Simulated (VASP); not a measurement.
# Zn8O7 (a cell with a defect) in VASP: notebook

The runs below take Zn8O7 (a cell with a defect) through single point, with PBEsol.

Everything below comes from runs of VASP 6.6.1. Logs are shortened: lines on timing, memory, paths and dates and some standing lists are left out, and cuts for length are marked.

### 1 The cell of the first run

The cell holds a defect, 15 atoms: a = 6.440 Å, b = 5.577 Å, c = 5.200 Å, α = 90.00°, β = 90.00°, γ = 90.00°.

### 2 Single point, PBEsol

File INCAR:

```
ALGO = Normal
EDIFF = 1E-6
ENCUT = 520
GGA = PS
ISIF = 2
ISMEAR = -1
LASPH = True
LCHARG = True
LELF = True
LREAL = Auto
LVHAR = True
LWAVE = False
NBANDS = 82
NELM = 100
PREC = Accurate
SIGMA = 0.05
```

File KPOINTS:

```
k-points
0
Gamma
  2 3 3
```

File POSCAR:

```
Zn8O7
1.0
   -3.2200000000     -5.5772040000      0.0000000000
    4.8300000000     -2.7886020000      0.0000000000
    0.0000000000      0.0000000000      5.2000000000
Zn O
8 7
Direct
    0.5035724770      0.3745265789     -0.0080546154
    0.4975794403      0.6689566869      0.4111330769
    0.2952427000      0.8058160443     -0.0942655769
    0.2522144188      0.1782164448      0.5137115385
    0.0044941018      0.3234604571      0.0117090385
   -0.0093232805      0.6593830304      0.5173321154
    0.7298632303      0.8193667912     -0.0035290385
    0.7504588018      0.1660563855      0.5147998077
    0.5035400722      0.3269997997      0.3824163462
    0.2538191313      0.8295127542      0.5020436538
    0.2644974879      0.1678165447      0.9024982692
    0.0001439513      0.3306711228      0.3928359615
   -0.0007465366      0.6655853317      0.9055092308
    0.7556085404      0.8371201864      0.3854373077
    0.7440901017      0.1648308753      0.8941761538
```

Potentials or basis: VASP PAW PBE potentials, release 64 (Zn, O).

Launch:

```console
$ cat potpaw_PBE.64/Zn/POTCAR potpaw_PBE.64/O/POTCAR > POTCAR
$ mpirun -np 1 vasp_std > vasp.out
```

OUTCAR:

```text
EDIFF = 1E-6
   ENCUT = 520
   GGA = PS
   ISIF = 2
   ISMEAR = -1
   LASPH = True
   LREAL = Auto
   NELM = 100
   PREC = Accurate

 ion  position               nearest neighbor table
   1  0.504  0.375  0.992-  11 1.98  15 2.01   9 2.05   2 2.73   3 2.79   7 2.88
   2  0.498  0.669  0.411-  10 1.87  14 1.91   9 1.91   1 2.73   7 2.76   3 2.98   3 3.03
   3  0.295  0.806  0.906-  11 2.03  13 2.06  10 2.12   1 2.79   7 2.84   4 2.92   6 2.93   2 2.98
                             2 3.03
   4  0.252  0.178  0.514-  12 1.94   9 1.94  10 1.95  11 2.02   3 2.92
   5  0.004  0.323  0.012-  11 1.97  12 1.98  13 1.99  15 1.99
   6  0.991  0.659  0.517-  14 1.94  10 1.94  12 1.95  13 2.02   3 2.93
   7  0.730  0.819  0.996-  13 1.99  15 2.00  14 2.03   2 2.76   3 2.84   1 2.88
   8  0.750  0.166  0.515-   9 1.95  14 1.95  12 1.96  15 1.97
   9  0.504  0.327  0.382-   2 1.91   4 1.94   8 1.95   1 2.05
  10  0.254  0.830  0.502-   2 1.87   6 1.94   4 1.95   3 2.12
  11  0.264  0.168  0.902-   5 1.97   1 1.98   4 2.02   3 2.03
  12  0.000  0.331  0.393-   4 1.94   6 1.95   8 1.96   5 1.98
  13  0.999  0.666  0.906-   5 1.99   7 1.99   6 2.02   3 2.06
  14  0.756  0.837  0.385-   2 1.91   6 1.94   8 1.95   7 2.03
  15  0.744  0.165  0.894-   8 1.97   5 1.99   7 2.00   1 2.01

  LATTYP: Found a simple orthorhombic cell.
 ALAT       =     5.2000000000
 B/A-ratio  =     1.0725391731
 C/A-ratio  =     1.2384616050

  Lattice vectors:

 A1 = (   0.0000000000,   0.0000000000,  -5.2000000000)
 A2 = (   4.8300000000,  -2.7886020000,   0.0000000000)
 A3 = (  -3.2200000000,  -5.5772040000,   0.0000000000)

Analysis of symmetry for initial positions (statically):
=====================================================================
 Subroutine PRICEL returns:
 Original cell was already a primitive cell.

 Routine SETGRP: Setting up the symmetry group for a
 simple orthorhombic supercell.

 Subroutine GETGRP returns: Found  1 space group operations
 (whereof  1 operations were pure point group operations)
 out of a pool of  8 trial point group operations.

The static configuration has the point symmetry C_1 .

Analysis of symmetry for dynamics (positions and initial velocities):
=====================================================================
 Subroutine PRICEL returns:
 Original cell was already a primitive cell.

 Routine SETGRP: Setting up the symmetry group for a
 simple orthorhombic supercell.

 Subroutine GETGRP returns: Found  1 space group operations
 (whereof  1 operations were pure point group operations)
 out of a pool of  8 trial point group operations.

The dynamic configuration has the point symmetry C_1 .

 Subroutine INISYM returns: Found  1 space group operations
 (whereof  1 operations are pure point group operations),
 and found     1 'primitive' translations

----------------------------------------------------------------------------------------

                                     Primitive cell

  volume of cell :     186.7694

  direct lattice vectors                    reciprocal lattice vectors
    -3.220000000 -5.577204000  0.000000000    -0.077639752 -0.134475985  0.000000000
     4.830000000 -2.788602000  0.000000000     0.155279503 -0.089650656  0.000000000
     0.000000000  0.000000000  5.200000000     0.000000000  0.000000000  0.192307692

  length of vectors
     6.440000346  5.577203700  5.200000000     0.155279495  0.179301323  0.192307692

  position of ions in fractional coordinates (direct lattice)
     0.503572477  0.374526579  0.991945385
     0.497579440  0.668956687  0.411133077
     0.295242700  0.805816044  0.905734423
     0.252214419  0.178216445  0.513711538
     0.004494102  0.323460457  0.011709039
     0.990676720  0.659383030  0.517332115
     0.729863230  0.819366791  0.996470962
     0.750458802  0.166056385  0.514799808
     0.503540072  0.326999800  0.382416346
     0.253819131  0.829512754  0.502043654
     0.264497488  0.167816545  0.902498269
[... 29 lines left out ...]
 generate k-points for:    2    3    3

 Generating k-lattice:

  Cartesian coordinates                     Fractional coordinates (reciprocal lattice)
    -0.038819876 -0.067237992  0.000000000     0.500000000 -0.000000000  0.000000000
     0.051759834 -0.029883552  0.000000000     0.000000000  0.333333333  0.000000000
     0.000000000  0.000000000  0.064102564     0.000000000  0.000000000  0.333333333

  Length of vectors
     0.077639747  0.059767108  0.064102564

  Shift w.r.t. Gamma in fractional coordinates (k-lattice)
     0.000000000  0.000000000  0.000000000

 Subroutine IBZKPT returns following result:
 ===========================================

 Found     10 irreducible k-points:

 Following reciprocal coordinates:
            Coordinates               Weight
  0.000000  0.000000  0.000000      1.000000
  0.500000  0.000000  0.000000      1.000000
 -0.000000  0.333333  0.000000      2.000000
  0.500000  0.333333  0.000000      2.000000
  0.000000  0.000000  0.333333      2.000000
  0.500000  0.000000  0.333333      2.000000
 -0.000000  0.333333  0.333333      2.000000
  0.000000 -0.333333  0.333333      2.000000
  0.500000  0.333333  0.333333      2.000000
  0.500000 -0.333333  0.333333      2.000000
   k-points           NKPTS =     10   k-points in BZ     NKDIM =     10   number of bands    NBANDS=     82
   number of dos      NEDOS =    301   number of ions     NIONS =     15
   total plane-waves  NPLWV =  80640
   dimension x,y,z NGX =    48 NGY =   42 NGZ =   40
   dimension x,y,z NGXF=    96 NGYF=   84 NGZF=   80
   ions per type =               8   7
   NGX,Y,Z   is equivalent  to a cutoff of  12.39, 12.52, 12.79 a.u.
   NGXF,Y,Z  is equivalent  to a cutoff of  24.78, 25.04, 25.58 a.u.
 SYSTEM =  unknown system
   PREC   = accura    normal or accurate (medium, high low for compatibility)
   ISTART =      0    job   : 0-new  1-cont  2-samecut
   ICHARG =      2    charge: 1-file 2-atom 10-const
   ISPIN  =      1    spin polarized calculation?
   LNONCOLLINEAR =      F non collinear calculations
   LSORBIT =      F    spin-orbit coupling
   LASPH  =      T    aspherical Exc in radial PAW
   ENCUT  =  520.0 eV  38.22 Ry    6.18 a.u.  11.97 10.37  9.67*2*pi/ulx,y,z
   NELM   =    100;   NELMIN=  2; NELMDL= -5     # of ELM steps
   EDIFF  = 0.1E-05   stopping-criterion for ELM
   LREAL  =      T    real-space projection
   EDIFFG = 0.1E-04   stopping-criterion for IOM
   NSW    =      0    number of steps for IOM
   IBRION =     -1    ionic relax: 0-MD 1-quasi-New 2-CG
   NFREE  =      0    steps in history (QN), initial steepest desc. (CG)
   ISIF   =      2    stress and relaxation
   ISYM   =      2    0-nonsym 1-usesym 2-fastsym
   POTIM  = 0.5000    time-step for ionic-motion
   TEBEG  =    0.0;   TEEND  =   0.0 temperature during run
   PSTRESS=    0.0 pullay stress
   NELECT =     138.0000    total number of electrons
   NUPDOWN=      -1.0000    fix difference up-down
   EMIN   =  10.00;   EMAX   =-10.00  energy-range for DOS
   EFERMI =   0.00;   METHOD = LEGACY
   ISMEAR =    -1;   SIGMA  =   0.05  broadening in eV -4-tet -1-fermi 0-gaus
   EFERMI_NEDOS =   21; number of points for ismear=-14 and -15
   IALGO  =     38    algorithm
   IMIX   =      4    mixing-type and parameters
     AMIX     =   0.40;   BMIX     =  1.00
     AMIX_MAG =   1.60;   BMIX_MAG =  1.00
  volume/ion in A,a.u.               =      12.45        84.03
  Fermi-wavevector in a.u.,A,eV,Ry     =   1.480014  2.796822 29.802782  2.190443
  Thomas-Fermi vector in A             =   2.594101
   LORBIT       =      0    0 simple, 1 ext, 2 COOP (PROOUT), +10 PAW based schemes
   GGA     = PS    functional components
   LHFCALC =     F    Hartree Fock is set to
   AEXX    =    0.0000 exact exchange contribution
   IVDW    =     0    specifies the selected vdW correction
   LEPSILON=     F    determine dielectric tensor
   LRPA    =     F    only Hartree local field effects (RPA)
 non-spin polarized calculation
  energy-cutoff  :      520.00
  volume of cell :      186.77
 maximum number of plane-waves:      5053
 NGX is ok and might be reduce to    48
   NGX = 23   NGY = 21   NGZ = 19

 number of electron     138.0000029 magnetization

 Free energy of the ion-electron system (eV)
  ---------------------------------------------------
  ext. energy  EPLUGINS =         0.00000000
  ---------------------------------------------------
  free energy    TOTEN  =       -68.08843007 eV

  energy without entropy =      -68.08842966  energy(sigma->0) =      -68.08842986

 E-fermi :   2.0140     XC(G=0): -11.0732

 val. band max:        1.3213053190   @ k =   0.5000   0.3333   0.0000
 cond. band min:       2.6576543739   @ k =   0.5000   0.0000   0.0000
 fundamental gap:      1.3363490550
 Fermi energy:         2.0139978758

 k-point     1 :       0.0000    0.0000    0.0000
  band No.  band energies     occupation
      1     -17.1367      2.00000
      2     -16.5614      2.00000
      3     -16.5000      2.00000
      4     -16.4611      2.00000
      5     -16.2994      2.00000
      6     -16.0518      2.00000
[... 829 lines left out ...]
     80       9.3860      0.00000
     81       9.5674      0.00000
 [bands above 81 left out]

------------------------ aborting loop because EDIFF is reached ----------------------------------------

  FORCE on cell =-STRESS in cart. coord.  units (eV):
  Direction    XX          YY          ZZ          XY          YZ          ZX
  --------------------------------------------------------------------------------------
  -------------------------------------------------------------------------------------
  Total       -1.8523189     -1.0605008      1.6658943      0.0392789      0.5206855      1.0673594
  in kB      -15.8898792     -9.0973697     14.2906597      0.3369487      4.4666333      9.1562056
  external PRESSURE =      -3.5655297 kB  Pullay stress =       0.0000000 kB

 VOLUME and BASIS-vectors are now :
 -----------------------------------------------------------------------------
  energy-cutoff  :      520.00
  volume of cell :      186.77
      direct lattice vectors                 reciprocal lattice vectors
    -3.220000000 -5.577204000  0.000000000    -0.077639752 -0.134475985  0.000000000
     4.830000000 -2.788602000  0.000000000     0.155279503 -0.089650656  0.000000000
     0.000000000  0.000000000  5.200000000     0.000000000  0.000000000  0.192307692

 POSITION                                       TOTAL-FORCE (eV/Angst)
 -----------------------------------------------------------------------------------
      0.18746     -3.85293      5.15812         0.037404     -0.002829     -0.000446
      1.62885     -4.64056      2.13789        -0.006919      0.000560     -0.063132
      2.94141     -3.89373      4.70982        -0.039947     -0.009150      0.077448
      0.04865     -1.90363      2.67130        -0.001045     -0.007927     -0.001672
      1.54784     -0.92707      0.06089         0.017377      0.009089     -0.002349
     -0.00516     -7.36396      2.69013        -0.017446      0.005262     -0.011697
      1.60738     -6.35548      5.18165         0.017227      0.038500     -0.027951
     -1.61442     -4.64853      2.67696        -0.004875     -0.006209     -0.005428
     -0.04199     -3.72022      1.98857        -0.015790     -0.001872     -0.001164
      3.18925     -3.72878      2.61063        -0.014089     -0.026779      0.022477
     -0.04113     -1.94313      4.69299         0.019521      0.028838      0.026416
      1.59668     -0.92291      2.04275        -0.005371     -0.001496      0.001596
     -0.00282     -7.42909      4.70865         0.007234      0.003679      0.003118
      1.61023     -6.54858      2.00427        -0.008370     -0.031390     -0.015566
     -1.59984     -4.60959      4.64972         0.015089      0.001724     -0.001650
 -----------------------------------------------------------------------------------
    total drift:                               -0.000513     -0.000572     -0.001838

  FREE ENERGIE OF THE ION-ELECTRON SYSTEM (eV)
  ---------------------------------------------------
  free  energy   TOTEN  =       -68.0884300724 eV

  energy  without entropy=      -68.0884296559  energy(sigma->0) =      -68.08842986
```

It took 6.9 min on 1 thread of Intel Xeon 8259CL, shared host; peak memory 0.32 GiB.

Results:

```
Free energy            : -68.0884 eV
Pressure               : -0.4 GPa
Largest force          : 0.088 eV/Å
Band gap on the k mesh : 1.34 eV
```

Forces on the atoms (eV/Å):
```
Zn   0.037 -0.003  0.000
Zn  -0.007  0.001 -0.063
Zn  -0.040 -0.009  0.077
Zn  -0.001 -0.008 -0.002
Zn   0.017  0.009 -0.002
Zn  -0.017  0.005 -0.012
Zn   0.017  0.038 -0.028
Zn  -0.005 -0.006 -0.005
O   -0.016 -0.002 -0.001
O   -0.014 -0.027  0.022
O    0.020  0.029  0.026
O   -0.005 -0.001  0.002
O    0.007  0.004  0.003
O   -0.008 -0.031 -0.016
O    0.015  0.002 -0.002
```

Caveat: the k points lie up to 0.49 Å⁻¹ apart; the PAW data sets were made with another functional, which shifts forces and pressure a little.

### 3 Single point, PBEsol

File INCAR:

```
SYSTEM = Zn8O7
PREC = Accurate ; ENCUT = 520
EDIFF = 1E-6 ; ISMEAR = -1
SIGMA = 0.05 ; LREAL = Auto
LASPH = .TRUE. ; NELM = 60
ALGO = Normal ; ISIF = 2
LWAVE = .FALSE. ; LCHARG = .FALSE.
GGA = PS ; NBANDS = 82
```

File KPOINTS:

```
regular mesh
0
G
  2 3 3
  0 0 0
```

File POSCAR:

```
Zn8O7
1.0
   -3.2200000000     -5.5772040000      0.0000000000
    4.8300000000     -2.7886020000      0.0000000000
    0.0000000000      0.0000000000      5.2000000000
Zn O
8 7
Direct
    0.4849258646      0.3384307006      0.0150644231
    0.4952141546      0.6772510513      0.3347198077
    0.2801179633      0.8077929279     -0.0501765385
    0.2640280986      0.1622319829      0.5301794231
   -0.0123115875      0.3382125649      0.0213563462
    0.0088778639      0.6528939382      0.5150780769
    0.7334931299      0.8389910721     -0.0103440385
    0.7559615197      0.1564842844      0.5080255769
    0.5094067546      0.3265419772      0.3975355769
    0.3142161328      0.8190281465      0.5735036538
    0.2377199608      0.1691135142      0.9177378846
    0.0143535902      0.3210537392      0.3999330769
   -0.0133298018      0.6709171922      0.8935376923
    0.7787294669      0.8318088785      0.3730619231
    0.7346406264      0.1772366081      0.8879898077
```

Potentials or basis: VASP PAW PBE potentials, release 64 (Zn, O).

Launch:

```console
$ cat potpaw_PBE.64/Zn/POTCAR potpaw_PBE.64/O/POTCAR > POTCAR
$ mpirun -np 1 vasp_std > vasp.out
```

It took 6.4 min on 1 thread of Intel Xeon 8259CL, shared host; peak memory 0.32 GiB.

The run converged. Its results:

```
Free energy            : -67.7490 eV
Pressure               : 0.7 GPa
Largest force          : 1.268 eV/Å
Band gap on the k mesh : 1.38 eV
```

Forces on the atoms (eV/Å):
```
Zn   0.068 -0.112 -0.078
Zn  -0.087 -0.144 -0.019
Zn  -0.151 -0.136 -0.114
Zn   0.127  0.024 -0.046
Zn  -0.059 -0.001  0.006
Zn   0.013 -0.538  0.053
Zn  -0.109 -0.076  0.159
Zn   0.050 -0.112  0.029
O   -0.014  0.042  0.060
O    0.310  1.080 -0.589
O   -0.128 -0.038 -0.004
O    0.121 -0.010  0.022
O   -0.083 -0.052  0.214
O    0.022  0.036  0.264
O   -0.081  0.037  0.043
```

Stress tensor (GPa, compression positive):
```
-0.11 -0.31  1.68
-0.31 -2.37  0.90
 1.68  0.90  4.43
```

Levels at points of the mesh, in eV from the valence-band top:
| k point | band 66 | band 67 | band 68 | band 69 | band 70 | band 71 | band 72 | band 73 |
| --- | --- | --- | --- | --- | --- | --- | --- | --- |
| (0.00, 0.00, 0.00) | -1.18 | -0.81 | -0.57 | -0.54 | 2.45 | 3.32 | 3.75 | 4.84 |
| (0.50, 0.00, 0.00) | -0.96 | -0.89 | -0.79 | -0.20 | 1.38 | 3.82 | 4.20 | 4.77 |

Caveat: the k points lie up to 0.49 Å⁻¹ apart; the PAW data sets were made with another functional, which shifts forces and pressure a little.

(Part 1 of 2 ends here.)
